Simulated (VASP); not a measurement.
Here is a VASP 6.6.1 calculation.

INCAR

```
PREC     = Accurate       # precision mode
ENCUT    = 520            # plane-wave cutoff, eV
EDIFF    = 1E-6           # SCF threshold, eV
ISMEAR   = -1             # smearing method
SIGMA    = 0.1            # smearing width, eV
LREAL    = False          # projectors in reciprocal space
LASPH    = True           # aspherical terms in the spheres
NELM     = 100            # most SCF steps
ALGO     = Normal         # electronic algorithm
ISIF     = 2              # what is computed and relaxed
LWAVE    = False          # write WAVECAR
LCHARG   = True           # write CHGCAR
GGA      = CA             # functional
LELF     = True           # ELF
LVHAR    = True         
NBANDS   = 8              # bands
```

Contents of KPOINTS:

```
regular mesh
0
Gamma
  20 20 20
```

POSCAR

```
C
1.0
    1.7443222539      0.0000000000      0.0000000000
    0.0000000000      1.7443222539      0.0000000000
    0.0000000000      0.0000000000      1.7443222539
C
1
Direct
    0.0000000000      0.0000000000      0.0000000000
```

Potentials or basis: VASP PAW LDA potentials, release 64 (C).

The run is started by

```console
$ cat potpaw_LDA.64/C/POTCAR > POTCAR
$ mpirun -np 1 vasp_std > vasp.out
```

Q: Predict the band gap on the k mesh.

A: Zero (band 2 reaches 21.30 eV, above the bottom of band 3 at 9.47 eV).

Q: Estimate the pressure.

A: 3.7 GPa.
